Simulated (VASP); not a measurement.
# MgO (zincblende type) (F-43m) in VASP: notebook

Runs on MgO (zincblende type). Level: PBE. Tasks: single point.

Everything below comes from runs of VASP 6.6.1. Logs are shortened: lines on timing, memory, paths and dates and some standing lists are left out, and cuts for length are marked.

### 1 The cell of the first run

The structure is cubic, space group F-43m (No. 216). Conventional cell: a = 4.281 Å, b = 4.281 Å, c = 4.281 Å, α = 90.00°, β = 90.00°, γ = 90.00°. Mg (site symmetry -43m) has 4 O at 1.85 Å within 2.5 Å. O (site symmetry -43m) has 4 Mg at 1.85 Å within 2.5 Å.

### 2 Single point, PBE (volume scaled by 0.8)

INCAR reads:

```
ALGO = Normal
EDIFF = 1E-6
ENCUT = 520
GGA = PE
ISIF = 2
ISMEAR = -1
LASPH = True
LCHARG = False
LREAL = False
LWAVE = False
NBANDS = 11
NELM = 80
PREC = Accurate
SIGMA = 0.05
```

KPOINTS reads:

```
k-points
0
Gamma
  15 15 15
```

POSCAR reads:

```
MgO
1.0
    0.0000000000      2.1406054349      2.1406054349
    2.1406054349      0.0000000000      2.1406054349
    2.1406054349      2.1406054349      0.0000000000
Mg O
1 1
Direct
    0.0000000000      0.0000000000      0.0000000000
    0.2500000000      0.2500000000      0.2500000000
```

Potentials or basis: VASP PAW PBE potentials, release 64 (Mg, O).

Launch:

```
$ cat potpaw_PBE.64/Mg/POTCAR potpaw_PBE.64/O/POTCAR > POTCAR
$ mpirun -np 1 vasp_std > vasp.out
```

OUTCAR:

```text
EDIFF = 1E-6
   ENCUT = 520
   GGA = PE
   ISIF = 2
   ISMEAR = -1
   LASPH = True
   LREAL = False
   NELM = 80
   PREC = Accurate

 ion  position               nearest neighbor table
   1  0.000  0.000  0.000-   2 1.85   2 1.85   2 1.85   2 1.85
   2  0.250  0.250  0.250-   1 1.85   1 1.85   1 1.85   1 1.85

  LATTYP: Found a face centered cubic cell.
 ALAT       =     4.2812108698

  Lattice vectors:

 A1 = (   0.0000000000,   2.1406054349,   2.1406054349)
 A2 = (   2.1406054349,   0.0000000000,   2.1406054349)
 A3 = (   2.1406054349,   2.1406054349,   0.0000000000)

Analysis of symmetry for initial positions (statically):
=====================================================================
 Subroutine PRICEL returns:
 Original cell was already a primitive cell.

 Routine SETGRP: Setting up the symmetry group for a
 face centered cubic supercell.

 Subroutine GETGRP returns: Found 24 space group operations
 (whereof 24 operations were pure point group operations)
 out of a pool of 48 trial point group operations.

The static configuration has the point symmetry T_d .

Analysis of symmetry for dynamics (positions and initial velocities):
=====================================================================
 Subroutine PRICEL returns:
 Original cell was already a primitive cell.

 Routine SETGRP: Setting up the symmetry group for a
 face centered cubic supercell.

 Subroutine GETGRP returns: Found 24 space group operations
 (whereof 24 operations were pure point group operations)
 out of a pool of 48 trial point group operations.

The dynamic configuration has the point symmetry T_d .

 Subroutine INISYM returns: Found 24 space group operations
 (whereof 24 operations are pure point group operations),
 and found     1 'primitive' translations

----------------------------------------------------------------------------------------

                                     Primitive cell

  volume of cell :      19.6173

  direct lattice vectors                    reciprocal lattice vectors
     0.000000000  2.140605435  2.140605435    -0.233578777  0.233578777  0.233578777
     2.140605435  0.000000000  2.140605435     0.233578777 -0.233578777  0.233578777
     2.140605435  2.140605435  0.000000000     0.233578777  0.233578777 -0.233578777

  length of vectors
     3.027273238  3.027273238  3.027273238     0.404570310  0.404570310  0.404570310

  position of ions in fractional coordinates (direct lattice)
     0.000000000  0.000000000  0.000000000
[... 80 lines left out ...]
   EDIFFG = 0.1E-04   stopping-criterion for IOM
   NSW    =      0    number of steps for IOM
   IBRION =     -1    ionic relax: 0-MD 1-quasi-New 2-CG
   NFREE  =      0    steps in history (QN), initial steepest desc. (CG)
   ISIF   =      2    stress and relaxation
   ISYM   =      2    0-nonsym 1-usesym 2-fastsym
   POTIM  = 0.5000    time-step for ionic-motion
   TEBEG  =    0.0;   TEEND  =   0.0 temperature during run
   PSTRESS=    0.0 pullay stress
   NELECT =       8.0000    total number of electrons
   NUPDOWN=      -1.0000    fix difference up-down
   EMIN   =  10.00;   EMAX   =-10.00  energy-range for DOS
   EFERMI =   0.00;   METHOD = LEGACY
   ISMEAR =    -1;   SIGMA  =   0.05  broadening in eV -4-tet -1-fermi 0-gaus
   EFERMI_NEDOS =   21; number of points for ismear=-14 and -15
   IALGO  =     38    algorithm
   IMIX   =      4    mixing-type and parameters
     AMIX     =   0.40;   BMIX     =  1.00
     AMIX_MAG =   1.60;   BMIX_MAG =  1.00
  volume/ion in A,a.u.               =       9.81        66.19
  Fermi-wavevector in a.u.,A,eV,Ry     =   1.214017  2.294160 20.052783  1.473838
  Thomas-Fermi vector in A             =   2.349451
   LORBIT       =      0    0 simple, 1 ext, 2 COOP (PROOUT), +10 PAW based schemes
   GGA     = PE    functional components
   LHFCALC =     F    Hartree Fock is set to
   AEXX    =    0.0000 exact exchange contribution
   IVDW    =     0    specifies the selected vdW correction
   LEPSILON=     F    determine dielectric tensor
   LRPA    =     F    only Hartree local field effects (RPA)
 non-spin polarized calculation
  energy-cutoff  :      520.00
  volume of cell :       19.62
 maximum number of plane-waves:       536
   NGX = 11   NGY = 11   NGZ = 11

 number of electron       8.0000001 magnetization

 Free energy of the ion-electron system (eV)
  ---------------------------------------------------
  ext. energy  EPLUGINS =         0.00000000
  ---------------------------------------------------
  free energy    TOTEN  =       -11.19358537 eV

  energy without entropy =      -11.19358537  energy(sigma->0) =      -11.19358537

 E-fermi :   2.9739     XC(G=0): -10.5791

 val. band max:        1.8969889704   @ k =  -0.0667   0.0667   0.0000
 cond. band min:       6.7314631617   @ k =   0.0000   0.0000   0.0000
 fundamental gap:      4.8344741913
 Fermi energy:         2.9739115535

 k-point     1 :       0.0000    0.0000    0.0000
  band No.  band energies     occupation
      1     -14.6266      2.00000
      2       1.8924      2.00000
      3       1.8924      2.00000
      4       1.8924      2.00000
      5       6.7315      0.00000
      6      20.9125      0.00000
      7      20.9125      0.00000
      8      20.9125      0.00000
      9      24.0909      0.00000
     10      24.0909      0.00000
     11      24.6212      0.00000
[... 309 lines left out ...]
 k-point    24 :       0.2000    0.1333    0.0000
  band No.  band energies     occupation
      1     -14.3030      2.00000
      2       0.5562      2.00000
      3       1.6811      2.00000
      4       1.6993      2.00000
      5       8.5280      0.00000
      6      17.6571      0.00000
      7      19.6506      0.00000
      8      20.5020      0.00000
      9      21.0501      0.00000
     10      24.7131      0.00000
     11      25.9559      0.00000

 [... further k-points ...]
[... 5 lines left out ...]
  --------------------------------------------------------------------------------------
  -------------------------------------------------------------------------------------
  Total        4.9260316      4.9260316      4.9260316      0.0000000      0.0000000      0.0000000
  in kB      402.3165578    402.3165578    402.3165578      0.0000000      0.0000000      0.0000000
  external PRESSURE =     402.3165578 kB  Pullay stress =       0.0000000 kB

 VOLUME and BASIS-vectors are now :
 -----------------------------------------------------------------------------
  energy-cutoff  :      520.00
  volume of cell :       19.62
      direct lattice vectors                 reciprocal lattice vectors
     0.000000000  2.140605435  2.140605435    -0.233578777  0.233578777  0.233578777
     2.140605435  0.000000000  2.140605435     0.233578777 -0.233578777  0.233578777
     2.140605435  2.140605435  0.000000000     0.233578777  0.233578777 -0.233578777

 POSITION                                       TOTAL-FORCE (eV/Angst)
 -----------------------------------------------------------------------------------
      0.00000      0.00000      0.00000        -0.000000      0.000000     -0.000000
      1.07030      1.07030      1.07030         0.000000     -0.000000      0.000000
 -----------------------------------------------------------------------------------
    total drift:                                0.000001      0.000001      0.000001

  FREE ENERGIE OF THE ION-ELECTRON SYSTEM (eV)
  ---------------------------------------------------
  free  energy   TOTEN  =       -11.1935853672 eV

  energy  without entropy=      -11.1935853672  energy(sigma->0) =      -11.19358537
```

OSZICAR:

```text
N       E                     dE             d eps       ncg     rms          rms(c)
DAV:   1     0.146358038169E+02    0.14636E+02   -0.46252E+03  3000   0.640E+02
DAV:   2    -0.129732979167E+02   -0.27609E+02   -0.27124E+02  3023   0.140E+02
DAV:   3    -0.135485162921E+02   -0.57522E+00   -0.57486E+00  3252   0.178E+01
DAV:   4    -0.135502099415E+02   -0.16936E-02   -0.16936E-02  2870   0.110E+00
DAV:   5    -0.135502166135E+02   -0.66720E-05   -0.66720E-05  3168   0.662E-02    0.876E+00
DAV:   6    -0.112166620348E+02    0.23336E+01   -0.12573E+01  2907   0.196E+01    0.241E+00
DAV:   7    -0.111987173768E+02    0.17945E-01   -0.63092E-02  2928   0.229E+00    0.151E+00
DAV:   8    -0.111940841572E+02    0.46332E-02   -0.31595E-02  2814   0.204E+00    0.274E-01
DAV:   9    -0.111936180437E+02    0.46611E-03   -0.54756E-04  3168   0.158E-01    0.186E-01
DAV:  10    -0.111935792330E+02    0.38811E-04   -0.15263E-03  2850   0.273E-01    0.159E-02
DAV:  11    -0.111935850526E+02   -0.58196E-05   -0.10670E-05  3075   0.270E-02    0.519E-03
DAV:  12    -0.111935853672E+02   -0.31458E-06   -0.71049E-07  2897   0.723E-03
   1 F= -.11193585E+02 E0= -.11193585E+02  d E =-.573306E-10
```

stdout:

```text
POSCAR found type information on POSCAR MgO
 POSCAR found :  2 types and       2 ions
 scaLAPACK will be used
 LDA part: xc-table for (Slater+PW92), standard interpolation
 POSCAR, INCAR and KPOINTS ok, starting setup
 FFT: planning ... GRIDC
 FFT: planning ... GRID_SOFT
 FFT: planning ... GRID
 WAVECAR not read
 entering main loop
```

Wall time 17 s (1 thread of Intel Xeon Platinum 8259CL at 2.50GHz (Skylake/Cascade Lake), shared host); peak memory 0.16 GiB.

Results:

| Item | Value |
| --- | --- |
| Free energy | -11.1936 eV |
| Pressure | 40.2 GPa |
| Band gap on the k mesh | 4.83 eV, indirect (the least direct gap lies 4.6 meV higher) |

Levels at points of the mesh, in eV from the valence-band top:
```tsv
k point	band 1	band 2	band 3	band 4	band 5	band 6	band 7	band 8
(0.00, 0.00, 0.00)	-16.52	0.00	0.00	0.00	4.83	19.02	19.02	19.02
```

### 3 Single point, PBE (volume scaled by 0.88)

INCAR reads:

```
SYSTEM = MgO
PREC = Accurate
ENCUT = 520
EDIFF = 1E-6
ISMEAR = -1
SIGMA = 0.05
LREAL = .False.
LASPH = .True.
NELM = 60
ALGO = Normal
ISIF = 2
LWAVE = .False.
LCHARG = .False.
GGA = PE
NBANDS = 11
```

KPOINTS reads:

```
Automatic mesh
0
Gamma
  15 15 15
  0 0 0
```

POSCAR reads:

```
MgO
1.0
    0.0000000000      2.2097044255      2.2097044255
    2.2097044255      0.0000000000      2.2097044255
    2.2097044255      2.2097044255      0.0000000000
Mg O
1 1
Direct
    0.0000000000      0.0000000000      0.0000000000
    0.2500000000      0.2500000000      0.2500000000
```

Potentials or basis: VASP PAW PBE potentials, release 64 (Mg, O).

Launch:

```
$ cat potpaw_PBE.64/Mg/POTCAR potpaw_PBE.64/O/POTCAR > POTCAR
$ mpirun -np 1 vasp_std > vasp.out
```

Run time: 18 s. Hardware: 1 thread of Intel Xeon Platinum 8259CL at 2.50GHz (Skylake/Cascade Lake), shared host; peak memory 0.16 GiB.

Results (log left out):

```yaml
Free_energy: -11.5474 eV
Pressure: 18.7 GPa
Band_gap_on_the_k_mesh: 4.21 eV, indirect (the least direct gap lies 2.1 meV higher)
```

Levels at points of the mesh, in eV from the valence-band top:
```tsv
k point	band 2	band 3	band 4	band 5	band 6	band 7
(0.00, 0.00, 0.00)	0.00	0.00	0.00	4.21	17.90	17.90
```

 A k mesh can miss the band edges.

### 4 Single point, PBE (volume scaled by 0.88)

INCAR reads:

```
PREC     = Accurate       # precision mode
ENCUT    = 520            # plane-wave cutoff, eV
EDIFF    = 1E-6           # SCF threshold, eV
ISMEAR   = -1             # smearing method
SIGMA    = 0.05           # smearing width, eV
LREAL    = F              # projectors in reciprocal space
LASPH    = T              # aspherical terms in the spheres
NELM     = 80             # most SCF steps
ALGO     = Normal         # electronic algorithm
ISIF     = 2              # what is computed and relaxed
LWAVE    = F              # write WAVECAR
LCHARG   = F              # write CHGCAR
GGA      = PE             # functional
NBANDS   = 11             # bands
```

KPOINTS reads:

```
regular mesh
0
Gamma
  15 15 15
```

POSCAR is that of step 3.

Launch:

```
$ cat potpaw_PBE.64/Mg/POTCAR potpaw_PBE.64/O/POTCAR > POTCAR
$ mpirun -np 1 vasp_std > vasp.out
```

Wall time 19 s (1 thread of Intel Xeon Platinum 8259CL at 2.50GHz (Skylake/Cascade Lake), shared host); peak memory 0.16 GiB.

Results (log left out):

| Item | Value |
| --- | --- |
| Free energy | -11.5474 eV |
| Pressure | 18.7 GPa |
| Band gap on the k mesh | 4.21 eV, indirect (the least direct gap lies 2.1 meV higher) |

Levels at points of the mesh, in eV from the valence-band top:
```
           k point  band 1  band 2  band 3  band 4  band 5  band 6  band 7  band 8  band 9
(0.00, 0.00, 0.00)  -16.20    0.00    0.00    0.00    4.21   17.90   17.90   17.90   21.25
```

 A k mesh can miss the band edges.
